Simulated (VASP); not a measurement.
Here is a VASP 6.6.1 calculation.

Contents of POSCAR:

```
InSb
1.0
    0.0000000000      3.2395000000      3.2395000000
    3.2395000000      0.0000000000      3.2395000000
    3.2395000000      3.2395000000      0.0000000000
In Sb
1 1
Direct
    0.0000000000      0.0000000000      0.0000000000
    0.2500000000      0.2500000000      0.2500000000
```

Contents of INCAR.step1:

```
SYSTEM = InSb
PREC = Accurate ; ENCUT = 400
EDIFF = 1E-5 ; ISMEAR = 0
SIGMA = 0.01 ; LREAL = .False.
LASPH = .True. ; NELM = 120
ALGO = Normal ; ISIF = 2
LWAVE = .True. ; LCHARG = .False.
NBANDS = 16 ; GGA = PE
GGA_COMPAT = .False.
```

Contents of INCAR.step2:

```
SYSTEM = InSb
PREC = Accurate ; ENCUT = 400
EDIFF = 1E-6 ; ISMEAR = 0
SIGMA = 0.01 ; LREAL = .False.
LASPH = .True. ; NELM = 120
ALGO = Normal ; ISIF = 2
LWAVE = .False. ; LCHARG = .False.
GGA = PE ; LHFCALC = .True.
HFSCREEN = 0.2079 ; PRECFOCK = Normal
NBANDS = 16 ; ISTART = 1
GGA_COMPAT = .False.
```

Contents of KPOINTS:

```
Automatic mesh
0
Gamma
  4 4 4
  0 0 0
```

Potentials or basis: VASP PAW PBE potentials, release 64 (In_d, Sb).

Run with:

```sh
$ cat potpaw_PBE.64/In_d/POTCAR potpaw_PBE.64/Sb/POTCAR > POTCAR
$ cp INCAR.step1 INCAR
$ mpirun -np 1 vasp_std > vasp.out
$ cp INCAR.step2 INCAR
$ mpirun -np 1 vasp_std > vasp.out
```

Estimate the band gap on the k mesh.

0.56 eV, direct.

Predict the pressure.

1.1 GPa.

Caveat: the PAW data sets were made with another functional, which shifts forces and pressure a little; spin-orbit coupling is left out, which moves the levels of the heavy elements.
